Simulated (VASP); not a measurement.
A run of VASP 6.6.1 is set up as follows.

The input INCAR:

```
SYSTEM = Br
PREC = Accurate ; ENCUT = 600
EDIFF = 1E-6 ; ISMEAR = -1
SIGMA = 0.02 ; LREAL = .FALSE.
LASPH = .TRUE. ; NELM = 80
ALGO = Normal ; ISIF = 3
LWAVE = .FALSE. ; LCHARG = .FALSE.
GGA = PE ; IBRION = 2
NSW = 80 ; EDIFFG = -0.01
PSTRESS = 200.0
```

The input KPOINTS:

```
Automatic mesh
0
G
  16 16 9
  0 0 0
```

Contents of POSCAR:

```
Br
1.0
    3.3300000000      0.0000000000      0.0000000000
   -1.6650000000      2.8838645946      0.0000000000
    0.0000000000      0.0000000000      5.4378900000
Br
2
Direct
    0.3333333333      0.6666666667      0.2500000000
    0.6666666667      0.3333333333      0.7500000000
```

Potentials or basis: VASP PAW PBE potentials, release 64 (Br).

The run is started by

```bash
$ cat potpaw_PBE.64/Br/POTCAR > POTCAR
$ mpirun -np 1 vasp_std > vasp.out
```

Q: What does it give for the space group after relaxing (to 0.1 Å)?

A: P6_3/mmc (No. 194).

Q: What does it give for the relaxed volume?

A: 20.08 Å³/atom.

The path:
| step | energy change (eV) | largest force (eV/Å) | pressure (GPa) | volume (Å³) |
| --- | --- | --- | --- | --- |
| 1 | 0.0000 | 0.0000 | 0.63 | 52.22 |
| 2 | 2.1481 | 0.0000 | 53.24 | 31.81 |
| 3 | 0.6176 | 0.0000 | 19.13 | 39.13 |
| 4 | 0.6474 | 0.0000 | 19.83 | 38.88 |
| 5 | 0.6777 | 0.0000 | 20.54 | 38.64 |
| 6 | 0.6347 | 0.0000 | 19.53 | 38.98 |
| 7 | 0.6332 | 0.0000 | 19.51 | 38.99 |
| 8 | 0.6252 | 0.0000 | 19.33 | 39.05 |
| 9 | 0.5999 | 0.0000 | 18.88 | 39.22 |
| 10 | 0.5481 | 0.0000 | 17.99 | 39.56 |
| 11 | 0.4487 | 0.0000 | 16.39 | 40.22 |
| 12 | 0.2705 | 0.0000 | 14.37 | 41.45 |
| 13 | -0.0301 | 0.0000 | 13.50 | 43.52 |
| 14 | 0.2087 | 0.0000 | 13.94 | 41.83 |
| 15 | 0.0512 | 0.0000 | 13.26 | 42.72 |
| 16 | 0.0360 | 0.0000 | 13.26 | 42.83 |
| 17 | 0.0865 | 0.0000 | 14.66 | 42.22 |
| 18 | 0.2370 | 0.0000 | 18.57 | 40.75 |
| 19 | 0.2926 | 0.0000 | 19.93 | 40.28 |
| 20 | 0.2864 | 0.0000 | 19.77 | 40.33 |
| 21 | 0.2890 | 0.0000 | 19.78 | 40.31 |
| 22 | 0.2969 | 0.0000 | 19.84 | 40.25 |
| 23 | 0.3135 | 0.0000 | 19.97 | 40.11 |
| 24 | 0.3027 | 0.0000 | 19.89 | 40.20 |
| 25 | 0.3064 | 0.0000 | 19.98 | 40.17 |

Caveat: the cell is relaxed towards a set pressure, so the run minimises the enthalpy, not the energy; the volume moved by over 15 % at a fixed basis, so the end points are rough; this functional lacks dispersion, which binds layers or chains, so the pressure and a relaxed spacing across them are unreliable.
